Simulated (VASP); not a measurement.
Wanted: the native input for a VASP 6.6.1 run.

```yaml
Task: single point
Functional: PBE-based screened hybrid
Potentials_or_basis: VASP PAW PBE potentials, release 64 (Si, Ge_d)
Cutoff: 520 eV
k_mesh: 6 × 6 × 2
Occupations: gaussian, width 0.01 eV
Spin: no spin polarisation
Dipole_correction: no
Grid_for_exact_exchange_PRECFOCK: Fast
Share_of_exact_exchange: 0.1
Further_INCAR_settings: ALGO = Normal; EDIFF = 1e-06; NBANDS = 26
Screening_parameter: 0.2078 1/Å
```

Si5Ge:

```xyz
6
Lattice="3.8731 0.0000 0.0000 -1.9366 3.3542 0.0000 0.0000 0.0000 9.4848" Properties=species:S:1:pos:R:3 pbc="T T T"
Si    0.0000    0.0000   -0.0308
Si    1.9366    1.1181    6.3219
Si    0.0000    2.2361    3.1933
Si    1.9366    1.1181    8.6815
Si    0.0000    2.2361    5.5451
Ge    0.0000    0.0000    2.3723
```

One way to write it, as run:

POSCAR

```
Si5Ge
1.0
    3.8731228747      0.0000000000      0.0000000000
   -1.9365614373      3.3542228015      0.0000000000
    0.0000000000      0.0000000000      9.4848246374
Si Ge
5 1
Direct
    0.0000000000      0.0000000000     -0.0032504489
    0.6666666667      0.3333333333      0.6665279476
    0.3333333333      0.6666666667      0.3366787532
    0.6666666667      0.3333333333      0.9153029420
    0.3333333333      0.6666666667      0.5846298178
    0.0000000000      0.0000000000      0.2501109882
```

INCAR.step1

```
SYSTEM = Si5Ge
  PREC = Accurate
  ENCUT = 520
  EDIFF = 1E-5
  ISMEAR = 0
  SIGMA = 0.01
  LREAL = .False.
  LASPH = .True.
  NELM = 100
  ALGO = Normal
  ISIF = 2
  LWAVE = .True.
  LCHARG = .False.
  NBANDS = 26
  GGA = PE
  LUSENCCL = .False.
```

INCAR.step2

```
SYSTEM = Si5Ge
  PREC = Accurate
  ENCUT = 520
  EDIFF = 1E-6
  ISMEAR = 0
  SIGMA = 0.01
  LREAL = .False.
  LASPH = .True.
  NELM = 100
  ALGO = Normal
  ISIF = 2
  LWAVE = .False.
  LCHARG = .False.
  GGA = PE
  LHFCALC = .True.
  AEXX = 0.1
  HFSCREEN = 0.2078
  PRECFOCK = Fast
  NBANDS = 26
  ISTART = 1
  LUSENCCL = .False.
```

KPOINTS

```
regular mesh
0
Gamma
  6 6 2
  0 0 0
```

Potentials or basis: VASP PAW PBE potentials, release 64 (Si, Ge_d).

The run is started by

```bash
$ cat potpaw_PBE.64/Si/POTCAR potpaw_PBE.64/Ge_d/POTCAR > POTCAR
$ cp INCAR.step1 INCAR
$ mpirun -np 1 vasp_std > vasp.out
$ cp INCAR.step2 INCAR
$ mpirun -np 1 vasp_std > vasp.out
```

Results of the run:

```json
{
  "Pressure": "0.8 GPa",
  "Largest force": "0.062 eV/Å",
  "Band gap on the k mesh": "0.87 eV, indirect (least direct gap 1.75 eV)"
}
```

Caveat: the PAW data sets were made with another functional, which shifts forces and pressure a little.

Wall time 28 min on 1 × NVIDIA H100 80GB with 1 thread of AMD EPYC 7R13 Processor (Zen 3), on a shared host, peak memory 1.3 GiB.
